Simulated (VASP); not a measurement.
# Rb (Im-3m) in VASP: notebook

The runs below take Rb through single point, with PBE.

Program: VASP 6.6.1. These are calculated values, not measurements. Logs are shortened: lines on timing, memory, paths and dates and some standing lists are left out, and cuts for length are marked.

## 1. The cell of the first run

Symmetry: Im-3m, No. 229, cubic system. The conventional cell has a = 5.685 Å, b = 5.685 Å, c = 5.685 Å, α = 90.00°, β = 90.00°, γ = 90.00°.

## 2. Single point, PBE (91.87 Å³/atom)

INCAR reads:

```
ALGO = Normal
EDIFF = 1E-7
ENCUT = 520
GGA = PE
ISIF = 2
ISMEAR = 0
LASPH = T
LCHARG = F
LREAL = F
LWAVE = F
NBANDS = 10
NELM = 100
PREC = Accurate
SIGMA = 0.05
```

KPOINTS reads:

```
k-points
0
Gamma
  6 6 6
```

POSCAR reads:

```
Rb
1.0
   -2.8425668311      2.8425668311      2.8425668311
    2.8425668311     -2.8425668311      2.8425668311
    2.8425668311      2.8425668311     -2.8425668311
Rb
1
Direct
    0.0000000000      0.0000000000      0.0000000000
```

Potentials or basis: VASP PAW PBE potentials, release 64 (Rb_sv).

Launch:

```
cat potpaw_PBE.64/Rb_sv/POTCAR > POTCAR
mpirun -np 1 vasp_std > vasp.out
```

OUTCAR:

```text
EDIFF = 1E-7
   ENCUT = 520
   GGA = PE
   ISIF = 2
   ISMEAR = 0
   LASPH = T
   LREAL = F
   NELM = 100
   PREC = Accurate

 ion  position               nearest neighbor table
   1  0.000  0.000  0.000-

  LATTYP: Found a body centered cubic cell.
 ALAT       =     5.6851336622

  Lattice vectors:

 A1 = (  -2.8425668311,   2.8425668311,   2.8425668311)
 A2 = (   2.8425668311,  -2.8425668311,   2.8425668311)
 A3 = (   2.8425668311,   2.8425668311,  -2.8425668311)

Analysis of symmetry for initial positions (statically):
=====================================================================
 Subroutine PRICEL returns:
 Original cell was already a primitive cell.

 Routine SETGRP: Setting up the symmetry group for a
 body centered cubic supercell.

 Subroutine GETGRP returns: Found 48 space group operations
 (whereof 48 operations were pure point group operations)
 out of a pool of 48 trial point group operations.

The static configuration has the point symmetry O_h .

Analysis of symmetry for dynamics (positions and initial velocities):
=====================================================================
 Subroutine PRICEL returns:
 Original cell was already a primitive cell.

 Routine SETGRP: Setting up the symmetry group for a
 body centered cubic supercell.

 Subroutine GETGRP returns: Found 48 space group operations
 (whereof 48 operations were pure point group operations)
 out of a pool of 48 trial point group operations.

The dynamic configuration has the point symmetry O_h .

 Subroutine INISYM returns: Found 48 space group operations
 (whereof 48 operations are pure point group operations),
 and found     1 'primitive' translations

----------------------------------------------------------------------------------------

                                     Primitive cell

  volume of cell :      91.8739

  direct lattice vectors                    reciprocal lattice vectors
    -2.842566831  2.842566831  2.842566831     0.000000000  0.175897360  0.175897360
     2.842566831 -2.842566831  2.842566831     0.175897360  0.000000000  0.175897360
     2.842566831  2.842566831 -2.842566831     0.175897360  0.175897360  0.000000000

  length of vectors
     4.923470175  4.923470175  4.923470175     0.248756431  0.248756431  0.248756431

  position of ions in fractional coordinates (direct lattice)
     0.000000000  0.000000000  0.000000000

  ion indices of the primitive-cell ions
   primitive index   ion index
[... 69 lines left out ...]
   NFREE  =      0    steps in history (QN), initial steepest desc. (CG)
   ISIF   =      2    stress and relaxation
   ISYM   =      2    0-nonsym 1-usesym 2-fastsym
   POTIM  = 0.5000    time-step for ionic-motion
   TEBEG  =    0.0;   TEEND  =   0.0 temperature during run
   PSTRESS=    0.0 pullay stress
   NELECT =       9.0000    total number of electrons
   NUPDOWN=      -1.0000    fix difference up-down
   EMIN   =  10.00;   EMAX   =-10.00  energy-range for DOS
   EFERMI =   0.00;   METHOD = LEGACY
   ISMEAR =     0;   SIGMA  =   0.05  broadening in eV -4-tet -1-fermi 0-gaus
   EFERMI_NEDOS =   21; number of points for ismear=-14 and -15
   IALGO  =     38    algorithm
   IMIX   =      4    mixing-type and parameters
     AMIX     =   0.40;   BMIX     =  1.00
     AMIX_MAG =   1.60;   BMIX_MAG =  1.00
  volume/ion in A,a.u.               =      91.87       620.00
  Fermi-wavevector in a.u.,A,eV,Ry     =   0.754672  1.426124  7.748927  0.569530
  Thomas-Fermi vector in A             =   1.852393
   LORBIT       =      0    0 simple, 1 ext, 2 COOP (PROOUT), +10 PAW based schemes
   GGA     = PE    functional components
   LHFCALC =     F    Hartree Fock is set to
   AEXX    =    0.0000 exact exchange contribution
   IVDW    =     0    specifies the selected vdW correction
   LEPSILON=     F    determine dielectric tensor
   LRPA    =     F    only Hartree local field effects (RPA)
 non-spin polarized calculation
 Gauss-broadening in eV      SIGMA  =   0.05
  energy-cutoff  :      520.00
  volume of cell :       91.87
 maximum number of plane-waves:      2491
 NGX is ok and might be reduce to    40
   NGX = 19   NGY = 19   NGZ = 19

 number of electron       9.0000000 magnetization

 Free energy of the ion-electron system (eV)
  ---------------------------------------------------
  ext. energy  EPLUGINS =         0.00000000
  ---------------------------------------------------
  free energy    TOTEN  =        -0.91857604 eV

  energy without entropy =       -0.91238435  energy(sigma->0) =       -0.91548019

 E-fermi :   0.0105     XC(G=0):  -5.4433

 val. band max:       -0.2117927511   @ k =   0.1667   0.1667   0.1667
 cond. band min:       0.0161110314   @ k =   0.3333   0.1667   0.0000
 fundamental gap:      0.2279037825
 Fermi energy:         0.0105492588

 k-point     1 :       0.0000    0.0000    0.0000
  band No.  band energies     occupation
      1     -28.9157      2.00000
      2     -12.9590      2.00000
      3     -12.9590      2.00000
      4     -12.9590      2.00000
      5      -1.9685      2.00000
      6       3.6606      0.00000
      7       3.6606      0.00000
      8       3.6606      0.00000
      9       4.5882      0.00000
     10       4.5882      0.00000
[... 183 lines left out ...]
 k-point    16 :       0.5000    0.5000    0.5000
  band No.  band energies     occupation
      1     -28.9086      2.00000
      2     -13.0255      2.00000
      3     -13.0255      2.00000
      4     -13.0255      2.00000
      5       1.2557      0.00000
      6       1.2557      0.00000
      7       3.2165      0.00000
      8       3.2165      0.00000
      9       3.2165      0.00000
     10       4.7306      0.00000

------------------------ aborting loop because EDIFF is reached ----------------------------------------

  FORCE on cell =-STRESS in cart. coord.  units (eV):
  Direction    XX          YY          ZZ          XY          YZ          ZX
  --------------------------------------------------------------------------------------
  -------------------------------------------------------------------------------------
  Total       -0.0025667     -0.0025667     -0.0025667     -0.0000000      0.0000000     -0.0000000
  in kB       -0.0447602     -0.0447602     -0.0447602     -0.0000000      0.0000000     -0.0000000
  external PRESSURE =      -0.0447602 kB  Pullay stress =       0.0000000 kB

 VOLUME and BASIS-vectors are now :
 -----------------------------------------------------------------------------
  energy-cutoff  :      520.00
  volume of cell :       91.87
      direct lattice vectors                 reciprocal lattice vectors
    -2.842566831  2.842566831  2.842566831     0.000000000  0.175897360  0.175897360
     2.842566831 -2.842566831  2.842566831     0.175897360  0.000000000  0.175897360
     2.842566831  2.842566831 -2.842566831     0.175897360  0.175897360  0.000000000

 POSITION                                       TOTAL-FORCE (eV/Angst)
 -----------------------------------------------------------------------------------
      0.00000      0.00000      0.00000        -0.000000      0.000000     -0.000000
 -----------------------------------------------------------------------------------
    total drift:                                0.000000      0.000000     -0.000000

  FREE ENERGIE OF THE ION-ELECTRON SYSTEM (eV)
  ---------------------------------------------------
  free  energy   TOTEN  =        -0.9185760369 eV

  energy  without entropy=       -0.9123843514  energy(sigma->0) =       -0.91548019
```

OSZICAR:

```text
N       E                     dE             d eps       ncg     rms          rms(c)
DAV:   1     0.454614569343E+02    0.45461E+02   -0.33302E+03   320   0.659E+02
DAV:   2     0.163842466736E+01   -0.43823E+02   -0.42502E+02   360   0.125E+02
DAV:   3    -0.809065880224E+00   -0.24475E+01   -0.24443E+01   406   0.324E+01
DAV:   4    -0.914236046027E+00   -0.10517E+00   -0.10512E+00   444   0.558E+00
DAV:   5    -0.916878899364E+00   -0.26429E-02   -0.26428E-02   440   0.800E-01    0.122E+00
DAV:   6    -0.917505379922E+00   -0.62648E-03   -0.21981E-03   458   0.268E-01    0.734E-01
DAV:   7    -0.918443239194E+00   -0.93786E-03   -0.29800E-03   366   0.314E-01    0.477E-02
DAV:   8    -0.918560634552E+00   -0.11740E-03   -0.10698E-04   368   0.794E-02    0.250E-02
DAV:   9    -0.918576281613E+00   -0.15647E-04   -0.18000E-05   404   0.326E-02    0.504E-03
DAV:  10    -0.918575947258E+00    0.33436E-06   -0.41120E-06   452   0.114E-02    0.669E-04
DAV:  11    -0.918576036854E+00   -0.89596E-07   -0.17577E-07   328   0.259E-03
   1 F= -.91857604E+00 E0= -.91548019E+00  d E =-.619169E-02
```

stdout:

```text
POSCAR found type information on POSCAR Rb
 POSCAR found :  1 types and       1 ions
 scaLAPACK will be used
 LDA part: xc-table for (Slater+PW92), standard interpolation
 POSCAR, INCAR and KPOINTS ok, starting setup
 FFT: planning ... GRIDC
 FFT: planning ... GRID_SOFT
 FFT: planning ... GRID
 WAVECAR not read
 entering main loop
```

It took 14 s on 1 thread of Intel Xeon Platinum 8259CL at 2.50GHz (Skylake/Cascade Lake), shared host; peak memory 0.23 GiB.

What came out:

```yaml
Free_energy: -0.9186 eV
Pressure: 0.0 GPa
Band_gap_on_the_k_mesh: zero (an odd number of electrons rules out a gap without spin polarisation)
```

## 3. Single point, PBE, non-collinear spin, zero start, spin-orbit coupling

INCAR reads:

```
ALGO = Normal
EDIFF = 1E-6
ENCUT = 520
GGA = PE
GGA_COMPAT = False
ISIF = 2
ISMEAR = 0
LASPH = True
LCHARG = False
LORBIT = 11
LORBMOM = True
LREAL = False
LSORBIT = True
LWAVE = False
MAGMOM = 0 0 0
NBANDS = 20
NELM = 150
PREC = Accurate
SIGMA = 0.05
```

KPOINTS reads:

```
k-points
0
Gamma
  10 10 10
```

POSCAR is that of step 2.

Potentials or basis: VASP PAW PBE potentials, release 64 (Rb_sv).

Launch:

```
cat potpaw_PBE.64/Rb_sv/POTCAR > POTCAR
mpirun -np 1 vasp_ncl > vasp.out
```

It took 2.9 min on 1 thread of Intel Xeon Platinum 8259CL at 2.50GHz (Skylake/Cascade Lake), shared host; peak memory 0.53 GiB.

It converged, with:

- Free energy: -0.9599 eV
- Pressure: 0.0 GPa
- Net moment: 0.00 μB per cell
- Valence electrons inside the program's atomic spheres: Rb 7.29

Moments on the atoms (μB; x, y, z):
```
Rb  0.00 0.00 0.00
```
